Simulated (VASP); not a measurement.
# Al in VASP: a series of runs, part 2 of 2

VASP 6.6.1. The steps go on from the part before.

## Step 5: Single point, PBE (equal xx and yy strain of +3 %)

Contents of INCAR:

```
SYSTEM = Al
ALGO     = Normal         ! electronic algorithm
EDIFF    = 1E-7           ! SCF threshold, eV
ENCUT    = 520            ! plane-wave cutoff, eV
GGA      = PE             ! functional
ISIF     = 2              ! what is computed and relaxed
ISMEAR   = -1             ! smearing method
LASPH    = .True.         ! aspherical terms in the spheres
LCHARG   = .False.        ! write CHGCAR
LREAL    = .False.        ! projectors in reciprocal space
LWAVE    = .False.        ! write WAVECAR
NBANDS   = 8              ! bands
NELM     = 80             ! most SCF steps
PREC     = Accurate       ! precision mode
SIGMA    = 0.05           ! smearing width, eV
```

Contents of KPOINTS:

```
k-points
0
Gamma
  14 14 14
  0 0 0
```

Contents of POSCAR:

```
Al
1.0
    0.0000000000      2.0846994000      2.0239800000
    2.0846994000      0.0000000000      2.0239800000
    2.0846994000      2.0846994000      0.0000000000
Al
1
Direct
    0.0000000000      0.0000000000      0.0000000000
```

Run with:

```
$ cat potpaw_PBE.64/Al/POTCAR > POTCAR
$ mpirun -np 1 vasp_std > vasp.out
```

Run time: 70 s. Hardware: 1 thread of AMD EPYC 7R13, shared host; peak memory 0.12 GiB.

The run converged. Its results:

- Free energy: -3.7228 eV
- Pressure: -4.3 GPa

Stress tensor (GPa, compression positive):
```
-4.40  0.00  0.00
 0.00 -4.40  0.00
 0.00  0.00 -4.09
```

Levels at points of the mesh, in eV from the Fermi level:
| k point | band 1 | band 2 | band 3 | band 4 |
| --- | --- | --- | --- | --- |
| (0.00, 0.00, 0.00) | -10.69 | 12.19 | 12.19 | 12.49 |
| (0.50, 0.00, 0.00) | -4.33 | -4.28 | 10.42 | 10.86 |
| (0.50, 0.50, 0.00) | -2.48 | -1.19 | 4.97 | 4.97 |
| (0.50, 0.00, 0.50) | -2.89 | -1.79 | 5.37 | 5.39 |

Caveat: the cell differs from its parent crystal (equal xx and yy strain of +3 %).

## Step 6: Single point, PBE (equal xy, yz and zx shear strains of -3 %)

Contents of INCAR:

```
ALGO = Normal
EDIFF = 1E-6
ENCUT = 520
GGA = PE
ISIF = 2
ISMEAR = -1
LASPH = True
LCHARG = False
LREAL = False
LWAVE = False
NBANDS = 8
NELM = 100
PREC = Accurate
SIGMA = 0.05
```

Contents of KPOINTS:

```
k-points
0
Gamma
  14 14 14
```

Contents of POSCAR:

```
Al
1.0
   -0.0607194000      1.9936203000      1.9936203000
    1.9936203000     -0.0607194000      1.9936203000
    1.9936203000      1.9936203000     -0.0607194000
Al
1
Direct
    0.0000000000      0.0000000000      0.0000000000
```

Potentials or basis: VASP PAW PBE potentials, release 64 (Al).

Run with:

```
$ cat potpaw_PBE.64/Al/POTCAR > POTCAR
$ mpirun -np 1 vasp_std > vasp.out
```

OUTCAR:

```text
EDIFF = 1E-6
   ENCUT = 520
   GGA = PE
   ISIF = 2
   ISMEAR = -1
   LASPH = True
   LREAL = False
   NELM = 100
   PREC = Accurate

 ion  position               nearest neighbor table
   1  0.000  0.000  0.000-

  LATTYP: Found a trigonal (rhomboedric) cell.
 ALAT       =     2.8200586247
 COS(alpha) =     0.4693254694

  Lattice vectors:

 A1 = (  -0.0607194000,   1.9936203000,   1.9936203000)
 A2 = (   1.9936203000,  -0.0607194000,   1.9936203000)
 A3 = (   1.9936203000,   1.9936203000,  -0.0607194000)

Analysis of symmetry for initial positions (statically):
=====================================================================
 Subroutine PRICEL returns:
 Original cell was already a primitive cell.

 Routine SETGRP: Setting up the symmetry group for a
 trigonal (rhombohedral) supercell.

 Subroutine GETGRP returns: Found 12 space group operations
 (whereof 12 operations were pure point group operations)
 out of a pool of 12 trial point group operations.

The static configuration has the point symmetry D_3d.

Analysis of symmetry for dynamics (positions and initial velocities):
[... 154 lines left out ...]

  energy without entropy =       -3.73588431  energy(sigma->0) =       -3.73795481

 E-fermi :   7.9517     XC(G=0): -10.1803

 val. band max:        7.9299065415   @ k =  -0.4286   0.3571   0.1429
 cond. band min:       7.9523234575   @ k =   0.4286   0.4286   0.2857
 fundamental gap:      0.0224169160
 Fermi energy:         7.9517129118

 k-point     1 :       0.0000    0.0000    0.0000
  band No.  band energies     occupation
      1      -3.1511      2.00000
      2      20.0743      0.00000
      3      20.0743      0.00000
      4      21.4726      0.00000
      5      21.5068      0.00000
      6      21.5068      0.00000
      7      22.5601      0.00000
      8      24.9260      0.00000
[... 243 lines left out ...]
 k-point    24 :       0.2857    0.1429   -0.0000
  band No.  band energies     occupation
      1      -1.1459      2.00000
      2      11.8801      0.00000
      3      16.6817      0.00000
      4      18.2143      0.00000
      5      18.5091      0.00000
      6      21.6953      0.00000
      7      26.1085      0.00000
      8      26.5003      0.00000

 [... further k-points ...]
[... 5 lines left out ...]
  --------------------------------------------------------------------------------------
  -------------------------------------------------------------------------------------
  Total       -0.0340938     -0.0340938     -0.0340938      0.0148101      0.0148101      0.0148101
  in kB       -3.2963559     -3.2963559     -3.2963559      1.4319101      1.4319101      1.4319101
  external PRESSURE =      -3.2963559 kB  Pullay stress =       0.0000000 kB

 VOLUME and BASIS-vectors are now :
 -----------------------------------------------------------------------------
  energy-cutoff  :      520.00
  volume of cell :       16.57
      direct lattice vectors                 reciprocal lattice vectors
    -0.060719400  1.993620300  1.993620300    -0.239623486  0.247150926  0.247150926
     1.993620300 -0.060719400  1.993620300     0.247150926 -0.239623486  0.247150926
     1.993620300  1.993620300 -0.060719400     0.247150926  0.247150926 -0.239623486

 POSITION                                       TOTAL-FORCE (eV/Angst)
 -----------------------------------------------------------------------------------
      0.00000      0.00000      0.00000         0.000000      0.000000     -0.000000
 -----------------------------------------------------------------------------------
    total drift:                                0.000000     -0.000000     -0.000000

  FREE ENERGIE OF THE ION-ELECTRON SYSTEM (eV)
  ---------------------------------------------------
  free  energy   TOTEN  =        -3.7400253010 eV

  energy  without entropy=       -3.7358843125  energy(sigma->0) =       -3.73795481
```

stdout:

```text
POSCAR found type information on POSCAR Al
 POSCAR found :  1 types and       1 ions
 scaLAPACK will be used
 LDA part: xc-table for (Slater+PW92), standard interpolation
 POSCAR, INCAR and KPOINTS ok, starting setup
 FFT: planning ... GRIDC
 FFT: planning ... GRID_SOFT
 FFT: planning ... GRID
 WAVECAR not read
 entering main loop
```

It took 78 s on 1 thread of AMD EPYC 7R13, shared host; peak memory 0.12 GiB.

Results:

| Quantity | Value |
| --- | --- |
| Free energy | -3.7400 eV |
| Pressure | -0.3 GPa |

Stress tensor (GPa, compression positive):
```
-0.33  0.14  0.14
 0.14 -0.33  0.14
 0.14  0.14 -0.33
```

Caveat: the cell differs from its parent crystal (equal xy, yz and zx shear strains of -3 %).

## Step 7: Overview

```csv
cell,gap on the mesh (eV),pressure (GPa)
"a = 2.918 Å, angles 60.0°, 1 atom",none,-4.4
"a = 2.834, b = 2.834, c = 2.805 Å, angles 60.3, 60.3, 59.3°, 1 atom",none,2.7
"a = 2.877, b = 2.877, c = 2.891 Å, angles 59.8, 59.8, 60.3°, 1 atom",none,-2.0
"a = 2.906, b = 2.906, c = 2.948 Å, angles 59.5, 59.5, 61.0°, 1 atom",none,-4.3
"a = 2.820 Å, angles 62.0°, 1 atom",none,-0.3
```

Alike in all rows: task single point; level PBE; potentials or basis VASP PAW PBE potentials, release 64 (Al); no spin polarisation; k mesh 14 × 14 × 14; cutoff (eV) 520; smearing fermi-dirac 0.05 eV.

Total energies depend on the potentials used, so only differences within one code and one set of settings carry meaning.
